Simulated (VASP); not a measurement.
The system is TaRu2.

```xyz
3
Lattice="3.5793 0.0000 0.0000 -1.7896 3.0997 0.0000 0.0000 0.0000 4.1735" Properties=species:S:1:pos:R:3 pbc="T T T"
Ta    0.0000    0.0000    0.0000
Ru    0.0000    2.0665    0.0000
Ru    1.7896    1.0332    0.0000
```

| Property | Result |
| --- | --- |
| Program | VASP 6.6.1 |
| Task | relaxation of cell and atoms |
| Functional | PBE |
| Potentials or basis | VASP PAW PBE potentials, release 64 (Ta_pv, Ru_pv) |
| Cutoff | 600 eV |
| k mesh | 6 × 6 × 4 |
| Occupations | gaussian, width 0.1 eV |
| Spin | no spin polarisation |

At the start: pressure 264.7 GPa; volume 15.43 Å³/atom.

Q: How do energy, volume and symmetry change on relaxing?

A: Over 20 steps the energy falls by 7682.9 meV/atom and the volume is 16.67 Å³/atom (+8.0 %); space group P6/mmm (No. 191, to 0.05 Å).

Step by step:
```csv
step,energy change (eV),largest force (eV/Å),pressure (GPa),volume (Å³)
1,0.0000,0.0000,264.72,46.30
2,205.4809,0.0000,-179.18,375.17
3,-20.1123,0.0000,-12.12,77.83
4,-20.2666,0.0000,-9.07,75.88
5,-20.3813,0.0000,-0.14,72.24
6,-20.3822,0.0000,-2.94,72.90
7,-20.5618,0.0000,-3.47,69.86
8,-21.4673,0.0000,-4.60,61.67
9,-22.6651,0.0000,24.27,45.11
10,-22.6104,0.0000,-0.83,53.38
11,-22.9022,0.0000,5.70,49.91
12,-22.9450,0.0000,9.20,48.55
13,-22.9377,0.0000,13.26,47.38
14,-22.9502,0.0000,10.76,48.06
15,-22.9793,0.0000,10.45,47.76
16,-22.9793,0.0000,10.42,47.77
17,-23.0105,0.0000,7.58,48.33
18,-23.0485,0.0000,-0.14,50.05
19,-23.0486,0.0000,0.06,50.01
20,-23.0486,0.0000,0.06,50.00
```

Final structure:
```cif
data_structure
_symmetry_space_group_name_H-M 'P 1'
_symmetry_Int_Tables_number 1
_cell_length_a 4.6077
_cell_length_b 4.6077
_cell_length_c 2.7195
_cell_angle_alpha 90.000
_cell_angle_beta 90.000
_cell_angle_gamma 120.000
_cell_volume 50.00
loop_
_atom_site_label
_atom_site_type_symbol
_atom_site_fract_x
_atom_site_fract_y
_atom_site_fract_z
_atom_site_occupancy
Ta1 Ta 0.00000 0.00000 0.00000 1
Ru1 Ru 0.33333 0.66667 0.00000 1
Ru2 Ru 0.66667 0.33333 0.00000 1
```

Caveat: the k points lie up to 0.58 Å⁻¹ apart in the final cell.
